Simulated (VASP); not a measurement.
# CeO2 (Fm-3m) in VASP: further runs, part 2 of 3

VASP 6.6.1. The steps go on from the part before.

## (3) Relaxation of cell and atoms, LDA, target pressure 30 GPa, at which the enthalpy is minimised

This run uses another cell than the first one, of 11.82 Å³/atom.

File INCAR:

```
  ALGO = Normal
  EDIFF = 1E-7
  EDIFFG = -0.003
  ENCUT = 600
  GGA = CA
  GGA_COMPAT = False
  IBRION = 2
  ISIF = 3
  ISMEAR = 0
  LASPH = True
  LCHARG = False
  LMAXMIX = 6
  LREAL = False
  LWAVE = False
  NELM = 200
  NELMIN = 4
  NSW = 80
  PREC = Accurate
  PSTRESS = 300.0
  SIGMA = 0.01
```

File KPOINTS:

```
k-points
0
Gamma
  8 8 8
```

File POSCAR:

```
CeO2
1.0
    0.0000000000      2.6075456515      2.6075456515
    2.6075456515      0.0000000000      2.6075456515
    2.6075456515      2.6075456515      0.0000000000
Ce O
1 2
Direct
    0.0000000000      0.0000000000      0.0000000000
    0.2500000000      0.2500000000      0.2500000000
    0.7500000000      0.7500000000      0.7500000000
```

Potentials or basis: VASP PAW LDA potentials, release 64 (Ce, O).

Run with:

```sh
> cat potpaw_LDA.64/Ce/POTCAR potpaw_LDA.64/O/POTCAR > POTCAR
> mpirun -np 1 vasp_std > vasp.out
```

OUTCAR:

```text
EDIFF = 1E-7
   EDIFFG = -0.003
   ENCUT = 600
   GGA = CA
   IBRION = 2
   ISIF = 3
   ISMEAR = 0
   LASPH = True
   LREAL = False
   NELM = 200
   NELMIN = 4
   NSW = 80
   PREC = Accurate
   PSTRESS = 300.0

 ion  position               nearest neighbor table
   1  0.000  0.000  0.000-   3 2.26   3 2.26   3 2.26   2 2.26   3 2.26   2 2.26   2 2.26   2 2.26

   2  0.250  0.250  0.250-   1 2.26   1 2.26   1 2.26   1 2.26
   3  0.750  0.750  0.750-   1 2.26   1 2.26   1 2.26   1 2.26

  LATTYP: Found a face centered cubic cell.
 ALAT       =     5.2150913030

  Lattice vectors:

 A1 = (   0.0000000000,   2.6075456515,   2.6075456515)
 A2 = (   2.6075456515,   0.0000000000,   2.6075456515)
 A3 = (   2.6075456515,   2.6075456515,   0.0000000000)

Analysis of symmetry for initial positions (statically):
=====================================================================
 Subroutine PRICEL returns:
 Original cell was already a primitive cell.

 Routine SETGRP: Setting up the symmetry group for a
 face centered cubic supercell.

 Subroutine GETGRP returns: Found 48 space group operations
 (whereof 48 operations were pure point group operations)
 out of a pool of 48 trial point group operations.

The static configuration has the point symmetry O_h .

Analysis of symmetry for dynamics (positions and initial velocities):
=====================================================================
 Subroutine PRICEL returns:
 Original cell was already a primitive cell.

 Routine SETGRP: Setting up the symmetry group for a
 face centered cubic supercell.

 Subroutine GETGRP returns: Found 48 space group operations
 (whereof 48 operations were pure point group operations)
 out of a pool of 48 trial point group operations.

The dynamic configuration has the point symmetry O_h .

 Subroutine INISYM returns: Found 48 space group operations
[... 124 lines left out ...]
   GGA     = CA    functional components
   LHFCALC =     F    Hartree Fock is set to
   AEXX    =    0.0000 exact exchange contribution
   IVDW    =     0    specifies the selected vdW correction
   LEPSILON=     F    determine dielectric tensor
   LRPA    =     F    only Hartree local field effects (RPA)
 conjugate gradient relaxation of ions
 non-spin polarized calculation
 Gauss-broadening in eV      SIGMA  =   0.01
  energy-cutoff  :      600.00
  volume of cell :       35.46
 maximum number of plane-waves:      1243
 NGX is ok and might be reduce to    30
   NGX = 15   NGY = 15   NGZ = 15

--------------------------------------- Ionic step        1  -------------------------------------------

 number of electron      24.0000004 magnetization

 Free energy of the ion-electron system (eV)
  ---------------------------------------------------
  ext. energy  EPLUGINS =         0.00000000
  ---------------------------------------------------
  free energy    TOTEN  =       -28.67030067 eV

  energy without entropy =      -28.67030067  energy(sigma->0) =      -28.67030067

------------------------ aborting loop because EDIFF is reached ----------------------------------------

  FORCE on cell =-STRESS in cart. coord.  units (eV):
  Direction    XX          YY          ZZ          XY          YZ          ZX
  --------------------------------------------------------------------------------------
  -------------------------------------------------------------------------------------
  Total        4.5228339      4.5228339      4.5228339     -0.0000000      0.0000000     -0.0000000
  in kB      204.3597990    204.3597990    204.3597990     -0.0000000      0.0000000     -0.0000000
  external PRESSURE =     -95.6402010 kB  Pullay stress =     300.0000000 kB
[... 104 lines left out ...]
--------------------------------------- Ionic step        4  -------------------------------------------

 number of electron      23.9999994 magnetization

 Free energy of the ion-electron system (eV)
  ---------------------------------------------------
  ext. energy  EPLUGINS =         0.00000000
  ---------------------------------------------------
  free energy    TOTEN  =       -28.49989799 eV

  energy without entropy =      -28.49989799  energy(sigma->0) =      -28.49989799

 E-fermi :   6.7020     XC(G=0): -12.5754

 val. band max:        6.6285696029   @ k =  -0.2500   0.2500   0.0000
 cond. band min:       8.8819765662   @ k =   0.5000   0.0000   0.0000
 fundamental gap:      2.2534069633
 Fermi energy:         6.7019820740

 k-point     1 :       0.0000    0.0000    0.0000
  band No.  band energies     occupation
      1     -25.4742      2.00000
      2      -9.7021      2.00000
      3      -8.8454      2.00000
      4      -7.4385      2.00000
      5      -7.4385      2.00000
      6      -7.4385      2.00000
[... 433 lines left out ...]
      3     -11.2648      2.00000
      4      -8.1386      2.00000
      5      -6.3417      2.00000
      6      -5.0513      2.00000
[... 8 lines left out ...]
     15       9.2933      0.00000
     16       9.3481      0.00000

 [... further k-points ...]

------------------------ aborting loop because EDIFF is reached ----------------------------------------

  FORCE on cell =-STRESS in cart. coord.  units (eV):
  Direction    XX          YY          ZZ          XY          YZ          ZX
  --------------------------------------------------------------------------------------
  -------------------------------------------------------------------------------------
  Total        6.4310086      6.4310086      6.4310086     -0.0000000     -0.0000000      0.0000000
  in kB      299.7878232    299.7878232    299.7878232     -0.0000000     -0.0000000      0.0000000
  external PRESSURE =      -0.2121768 kB  Pullay stress =     300.0000000 kB
[... 22 lines left out ...]
  energy  without entropy=      -28.4998979875  energy(sigma->0) =      -28.49989799

  enthalpy is  TOTEN    =       -22.0643377875 eV   P V=        6.4355602000

 reached required accuracy - stopping structural energy minimisation
```

CONTCAR:

```text
CeO2
   1.00000000000000
     0.0000000000000000    2.5805675375351984    2.5805675375351984
     2.5805675375351984    0.0000000000000000    2.5805675375351984
     2.5805675375351984    2.5805675375351984   -0.0000000000000000
  Ce              O
     1     2
Direct
     0.0000000000000000    1.0000000000000000    0.0000000000000000
     0.2500000000000000    0.2500000000000000    0.2500000000000000
     0.7500000000000000    0.7500000000000000    0.7500000000000000

  0.00000000E+00  0.00000000E+00  0.00000000E+00
  0.00000000E+00  0.00000000E+00  0.00000000E+00
  0.00000000E+00  0.00000000E+00  0.00000000E+00
```

Run time: 88 s. Hardware: 1 thread of Intel Xeon 8259CL, shared host; peak memory 0.18 GiB.

What came out:

| Quantity | Value |
| --- | --- |
| Free energy | -28.4999 eV |
| Relaxed volume | 11.46 Å³/atom |
| Relaxed cell | a = 3.649 Å, b = 3.649 Å, c = 3.649 Å, α = 60.00°, β = 60.00°, γ = 60.00° |
| Space group after relaxing (to 0.1 Å) | Fm-3m (No. 225) |
| Energy change on relaxing (the run minimises the enthalpy) | +56.8 meV/atom |
| Ionic steps | 4 |
| Pressure after relaxing | 30.0 GPa |
| Band gap on the k mesh | 2.25 eV (least direct gap 2.41 eV) |

Step by step:
```tsv
step	energy change (eV)	largest force (eV/Å)	pressure (GPa)	volume (Å³)
1	0.0000	0.0000	20.44	35.46
2	0.8151	0.0000	57.32	31.96
3	0.1654	0.0000	29.72	34.40
4	0.1704	0.0000	29.98	34.37
```

Final structure:
```
Ce O
1.0
     0.00000    2.58057    2.58057
     2.58057    0.00000    2.58057
     2.58057    2.58057    0.00000
Ce O
1 2
Direct
  0.00000 0.00000 0.00000
  0.25000 0.25000 0.25000
  0.75000 0.75000 0.75000
```

Caveat: the cell is relaxed towards a set pressure, so the run minimises the enthalpy, not the energy; spin-orbit coupling is left out, which moves the levels of the heavy elements. Spin polarisation is off, so any magnetic state and its effect on volume and gap are missing.

## (4) Relaxation of cell and atoms, LDA, target pressure 20 GPa, at which the enthalpy is minimised

This run uses another cell than the first one, of 12.27 Å³/atom.

File INCAR:

```
PREC     = Accurate       # precision mode
ENCUT    = 600            # plane-wave cutoff, eV
EDIFF    = 1E-7           # SCF threshold, eV
ISMEAR   = 0              # smearing method
SIGMA    = 0.01           # smearing width, eV
LREAL    = F              # projectors in reciprocal space
LASPH    = T              # aspherical terms in the spheres
NELM     = 200            # most SCF steps
ALGO     = Normal         # electronic algorithm
ISIF     = 3              # what is computed and relaxed
LWAVE    = F              # write WAVECAR
LCHARG   = F              # write CHGCAR
IBRION   = 2              # ionic algorithm
NSW      = 80             # ionic steps
EDIFFG   = -0.003         # ionic threshold
PSTRESS  = 200.0        
GGA_COMPAT= F            
NELMIN   = 4            
LMAXMIX  = 6              # l up to which the mixer works
```

File KPOINTS:

```
regular mesh
0
Gamma
  8 8 8
```

File POSCAR:

```
CeO2
1.0
    0.0000000000      2.6400837616      2.6400837616
    2.6400837616      0.0000000000      2.6400837616
    2.6400837616      2.6400837616      0.0000000000
Ce O
1 2
Direct
    0.0000000000      0.0000000000      0.0000000000
    0.2500000000      0.2500000000      0.2500000000
    0.7500000000      0.7500000000      0.7500000000
```

Potentials or basis: VASP PAW LDA potentials, release 64 (Ce, O).

Run with:

```sh
> cat potpaw_LDA.64/Ce/POTCAR potpaw_LDA.64/O/POTCAR > POTCAR
> mpirun -np 1 vasp_std > vasp.out
```

OUTCAR:

```text
PREC = Accurate
   ENCUT = 600
   EDIFF = 1E-7
   ISMEAR = 0
   LREAL = F
   LASPH = T
   NELM = 200
   ISIF = 3
   IBRION = 2
   NSW = 80
   EDIFFG = -0.003
   PSTRESS = 200.0
   NELMIN = 4

 ion  position               nearest neighbor table
   1  0.000  0.000  0.000-   3 2.29   2 2.29   3 2.29   2 2.29   3 2.29   3 2.29   2 2.29   2 2.29

   2  0.250  0.250  0.250-   1 2.29   1 2.29   1 2.29   1 2.29
   3  0.750  0.750  0.750-   1 2.29   1 2.29   1 2.29   1 2.29

  LATTYP: Found a face centered cubic cell.
 ALAT       =     5.2801675232

  Lattice vectors:

 A1 = (   0.0000000000,   2.6400837616,   2.6400837616)
 A2 = (   2.6400837616,   0.0000000000,   2.6400837616)
 A3 = (   2.6400837616,   2.6400837616,   0.0000000000)

Analysis of symmetry for initial positions (statically):
=====================================================================
 Subroutine PRICEL returns:
 Original cell was already a primitive cell.

 Routine SETGRP: Setting up the symmetry group for a
 face centered cubic supercell.

 Subroutine GETGRP returns: Found 48 space group operations
 (whereof 48 operations were pure point group operations)
 out of a pool of 48 trial point group operations.

The static configuration has the point symmetry O_h .

Analysis of symmetry for dynamics (positions and initial velocities):
=====================================================================
 Subroutine PRICEL returns:
 Original cell was already a primitive cell.

 Routine SETGRP: Setting up the symmetry group for a
 face centered cubic supercell.

 Subroutine GETGRP returns: Found 48 space group operations
 (whereof 48 operations were pure point group operations)
 out of a pool of 48 trial point group operations.

The dynamic configuration has the point symmetry O_h .

 Subroutine INISYM returns: Found 48 space group operations
 (whereof 48 operations are pure point group operations),
 and found     1 'primitive' translations
[... 123 lines left out ...]
   LHFCALC =     F    Hartree Fock is set to
   AEXX    =    0.0000 exact exchange contribution
   IVDW    =     0    specifies the selected vdW correction
   LEPSILON=     F    determine dielectric tensor
   LRPA    =     F    only Hartree local field effects (RPA)
 conjugate gradient relaxation of ions
 non-spin polarized calculation
 Gauss-broadening in eV      SIGMA  =   0.01
  energy-cutoff  :      600.00
  volume of cell :       36.80
 maximum number of plane-waves:      1249
 NGX is ok and might be reduce to    30
   NGX = 15   NGY = 15   NGZ = 15

--------------------------------------- Ionic step        1  -------------------------------------------

 number of electron      24.0000010 magnetization

 Free energy of the ion-electron system (eV)
  ---------------------------------------------------
  ext. energy  EPLUGINS =         0.00000000
  ---------------------------------------------------
  free energy    TOTEN  =       -28.80156012 eV

  energy without entropy =      -28.80156012  energy(sigma->0) =      -28.80156012

------------------------ aborting loop because EDIFF is reached ----------------------------------------

  FORCE on cell =-STRESS in cart. coord.  units (eV):
  Direction    XX          YY          ZZ          XY          YZ          ZX
  --------------------------------------------------------------------------------------
  -------------------------------------------------------------------------------------
  Total        2.3867711      2.3867711      2.3867711     -0.0000000     -0.0000000     -0.0000000
  in kB      103.9054272    103.9054272    103.9054272     -0.0000000     -0.0000000     -0.0000000
  external PRESSURE =     -96.0945728 kB  Pullay stress =     200.0000000 kB
[... 104 lines left out ...]
--------------------------------------- Ionic step        4  -------------------------------------------

 number of electron      24.0000004 magnetization

 Free energy of the ion-electron system (eV)
  ---------------------------------------------------
  ext. energy  EPLUGINS =         0.00000000
  ---------------------------------------------------
  free energy    TOTEN  =       -28.67973017 eV

  energy without entropy =      -28.67973017  energy(sigma->0) =      -28.67973017

 E-fermi :   6.2775     XC(G=0): -12.3984

 val. band max:        6.2226317454   @ k =  -0.2500   0.2500   0.0000
 cond. band min:       8.3908785239   @ k =   0.5000   0.0000   0.0000
 fundamental gap:      2.1682467785
 Fermi energy:         6.2774528251

 k-point     1 :       0.0000    0.0000    0.0000
  band No.  band energies     occupation
      1     -25.8690      2.00000
      2     -10.0472      2.00000
      3      -9.1337      2.00000
      4      -7.9073      2.00000
      5      -7.9073      2.00000
      6      -7.9073      2.00000
[... 433 lines left out ...]
      3     -11.4648      2.00000
      4      -8.5299      2.00000
      5      -6.8160      2.00000
      6      -5.5694      2.00000
[... 8 lines left out ...]
     15       8.7634      0.00000
     16       8.8158      0.00000

 [... further k-points ...]

------------------------ aborting loop because EDIFF is reached ----------------------------------------

  FORCE on cell =-STRESS in cart. coord.  units (eV):
  Direction    XX          YY          ZZ          XY          YZ          ZX
  --------------------------------------------------------------------------------------
  -------------------------------------------------------------------------------------
  Total        4.4277734      4.4277734      4.4277734     -0.0000000      0.0000000      0.0000000
  in kB      199.8071549    199.8071549    199.8071549     -0.0000000      0.0000000      0.0000000
  external PRESSURE =      -0.1928451 kB  Pullay stress =     200.0000000 kB
[... 22 lines left out ...]
  energy  without entropy=      -28.6797301736  energy(sigma->0) =      -28.67973017

  enthalpy is  TOTEN    =       -24.2476833033 eV   P V=        4.4320468703

 reached required accuracy - stopping structural energy minimisation
```

OSZICAR:

```text
N       E                     dE             d eps       ncg     rms          rms(c)
DAV:   1     0.228803498282E+03    0.22880E+03   -0.12994E+04   928   0.213E+03
DAV:   2     0.106708065253E+02   -0.21813E+03   -0.21175E+03  1368   0.313E+02
[... 61 lines left out ...]
DAV:   3    -0.286797683955E+02   -0.72760E-05   -0.92874E-04  1352   0.248E-01    0.273E+00
DAV:   4    -0.286797337788E+02    0.34617E-04   -0.16258E-04  1368   0.113E-01    0.977E-01
DAV:   5    -0.286797299109E+02    0.38679E-05   -0.28632E-05  1584   0.419E-02    0.397E-01
DAV:   6    -0.286797302728E+02   -0.36188E-06   -0.17592E-06  1664   0.791E-03    0.248E-01
DAV:   7    -0.286797301753E+02    0.97466E-07   -0.14904E-06  1312   0.978E-03    0.567E-02
DAV:   8    -0.286797301736E+02    0.16880E-08   -0.82493E-08   488   0.319E-03
   4 F= -.24247683E+02 E0= -.24247683E+02  d E =-.402452E-01
```

CONTCAR:

```text
CeO2
   1.00000000000000
    -0.0000000000000000    2.6086650029722844    2.6086650029722844
     2.6086650029722844   -0.0000000000000000    2.6086650029722844
     2.6086650029722844    2.6086650029722844   -0.0000000000000000
  Ce              O
     1     2
Direct
     1.0000000000000000    1.0000000000000000    0.0000000000000000
     0.2500000000000000    0.2500000000000000    0.2500000000000000
     0.7500000000000000    0.7500000000000000    0.7500000000000000

  0.00000000E+00  0.00000000E+00  0.00000000E+00
  0.00000000E+00  0.00000000E+00  0.00000000E+00
  0.00000000E+00  0.00000000E+00  0.00000000E+00
```

Wall time 1.8 min (1 thread of Intel Xeon 8259CL, shared host); peak memory 0.18 GiB.

Results:

* Free energy: -28.6797 eV
* Relaxed volume: 11.83 Å³/atom
* Relaxed cell: a = 3.689 Å, b = 3.689 Å, c = 3.689 Å, α = 60.00°, β = 60.00°, γ = 60.00°
* Space group after relaxing (to 0.1 Å): Fm-3m (No. 225)
* Energy change on relaxing (the run minimises the enthalpy): +40.6 meV/atom
* Ionic steps: 4
* Pressure after relaxing: 20.0 GPa
* Band gap on the k mesh: 2.17 eV (least direct gap 2.32 eV)

The path:
```tsv
step	energy change (eV)	largest force (eV/Å)	pressure (GPa)	volume (Å³)
1	0.0000	0.0000	10.39	36.80
2	0.6074	0.0000	44.08	33.02
3	0.1182	0.0000	19.74	35.53
4	0.1218	0.0000	19.98	35.50
```

Final structure:
```
Ce O
1.0
     0.00000    2.60866    2.60866
     2.60866    0.00000    2.60866
     2.60866    2.60866    0.00000
Ce O
1 2
Direct
  0.00000 0.00000 0.00000
  0.25000 0.25000 0.25000
  0.75000 0.75000 0.75000
```

Levels at points of the mesh, in eV from the valence-band top:
| k point | band 10 | band 11 | band 12 | band 13 | band 14 | band 15 |
| --- | --- | --- | --- | --- | --- | --- |
| (0.00, 0.00, 0.00) | -0.88 | -0.88 | -0.88 | 2.60 | 2.60 | 2.60 |
| (0.50, 0.00, 0.00) | -1.35 | -0.91 | -0.91 | 2.17 | 2.43 | 2.43 |
| (0.50, 0.50, 0.00) | -1.11 | -1.11 | -0.91 | 2.20 | 2.39 | 2.39 |

Caveat: the cell is relaxed towards a set pressure, so the run minimises the enthalpy, not the energy; spin-orbit coupling is left out, which moves the levels of the heavy elements. Zero-point motion and thermal expansion aren't in these numbers.

(Part 2 of 3 ends here.)
